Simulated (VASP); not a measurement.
A run of VASP 6.6.1:

File INCAR:

```
ALGO = Normal
EDIFF = 1E-6
ENCUT = 520
GGA = PE
ISIF = 2
ISMEAR = 0
LASPH = T
LCHARG = F
LREAL = F
LWAVE = F
NBANDS = 28
NELM = 80
PREC = Accurate
SIGMA = 0.05
```

KPOINTS

```
k-points
0
Gamma
  8 8 8
```

The input POSCAR:

```
SrTiO3
1.0
    3.9390167413      0.1023121232      0.1023121232
    0.1023121232      3.9390167413      0.1023121232
    0.1023121232      0.1023121232      3.9390167413
Sr Ti O
1 1 3
Direct
    0.0000000000      0.0000000000      0.0000000000
    0.5000000000      0.5000000000      0.5000000000
    0.0000000000      0.5000000000      0.5000000000
    0.5000000000      0.0000000000      0.5000000000
    0.5000000000      0.5000000000      0.0000000000
```

Potentials or basis: VASP PAW PBE potentials, release 64 (Sr_sv, Ti_sv, O).

Command:

```console
$ cat potpaw_PBE.64/Sr_sv/POTCAR potpaw_PBE.64/Ti_sv/POTCAR potpaw_PBE.64/O/POTCAR > POTCAR
$ mpirun -np 1 vasp_std > vasp.out
```

Hardware: 1 thread of Intel(R) Xeon(R) 6975P-C (Granite Rapids), with other jobs on the host.

Problem. How long does it take, and how much memory?

Solution. Wall time 56 s on 1 thread of Intel(R) Xeon(R) 6975P-C (Granite Rapids), on a shared host, peak memory 0.24 GiB. Counts: scf iterations 16, k points 65.
